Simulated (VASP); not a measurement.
Wanted: the native input for a VASP 6.6.1 run.

```
Task                   : single point
Functional             : LDA
Potentials or basis    : VASP PAW LDA potentials, release 64 (Os)
Cutoff                 : 520 eV
k mesh                 : 20 × 20 × 12
Occupations            : fermi-dirac, width 0.05 eV
Spin                   : no spin polarisation
Dipole correction      : no
Further INCAR settings : ALGO = Normal; EDIFF = 1e-06; NBANDS = 15
```

The structure of Os lies in POSCAR:

```
Os
1.0
    2.7164727162      0.0000000000      0.0000000000
   -1.3582363581      2.3525343809      0.0000000000
    0.0000000000      0.0000000000      4.2868061352
Os
2
Direct
    0.3333333333      0.6666666667      0.2500000000
    0.6666666667      0.3333333333      0.7500000000
```

The input as run:

INCAR

```
PREC = Accurate
ENCUT = 520
EDIFF = 1E-6
ISMEAR = -1
SIGMA = 0.05
LREAL = False
LASPH = True
NELM = 60
ALGO = Normal
ISIF = 2
LWAVE = False
LCHARG = False
NBANDS = 15
```

KPOINTS

```
Automatic mesh
0
Gamma
  20 20 12
```

Potentials or basis: VASP PAW LDA potentials, release 64 (Os).

Command:

```bash
$ cat potpaw_LDA.64/Os/POTCAR > POTCAR
$ mpirun -np 1 vasp_std > vasp.out
```

It gave:

* Pressure: 1.0 GPa
* Band gap on the k mesh: zero (bands 8 and 9 overlap by 4.08 eV)

Caveat: spin-orbit coupling is left out, which moves the levels of the heavy elements.

Wall time 48 s on 1 thread of Intel(R) Xeon(R) Platinum 8488C (Sapphire Rapids), on a shared host, peak memory 0.22 GiB.
